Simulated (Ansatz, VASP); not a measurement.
Two plane-wave programs on TiTe

```
Ti Te
1.0
     0.00000    3.05007    3.05007
     3.05007    0.00000    3.05007
     3.05007    3.05007    0.00000
Ti Te
1 1
Direct
  0.50000 0.50000 0.50000
  0.00000 0.00000 0.00000
```

Alike in both runs: task single point; functional PBE; k mesh 5 × 5 × 5; occupations gaussian, width 0.05 eV; collinear spin; Hubbard terms Ti d U = 8.0 eV, J = 0.5 eV.

```csv
,VASP,Ansatz
version,VASP 6.6.1,Ansatz 0.2.0
potentials or method,"VASP PAW PBE potentials, release 64 (Ti_sv, Te), cutoff 500 eV","scalar-relativistic, plane waves, PAW"
valence electrons in the cell,18,28
```

|  | VASP | Ansatz | Ansatz less VASP |
| --- | --- | --- | --- |
| pressure (GPa) | -1.3 | 3.1 | +4.45 |
| traceless stress, the component that is largest in VASP (GPa) | 0.00 | -0.54 | -0.542 |
| net moment per atom (μB) | 1.00 | 1.00 | 0.000 |
| size of the moment on the site where the two differ most (μB) | 0.10 | 0.03 | -0.068 |

Site moments also hang on the region over which each program counts them. The programs project onto different local orbitals, so the same U acts differently, and such runs can settle in different states. VASP's potentials hold 18 valence electrons a cell and Ansatz's 28, so a difference there can come from the potentials and not from the codes. Ansatz's warnings: symmetry narrowed by occupation matrices.

Neither program's run includes spin-orbit coupling.
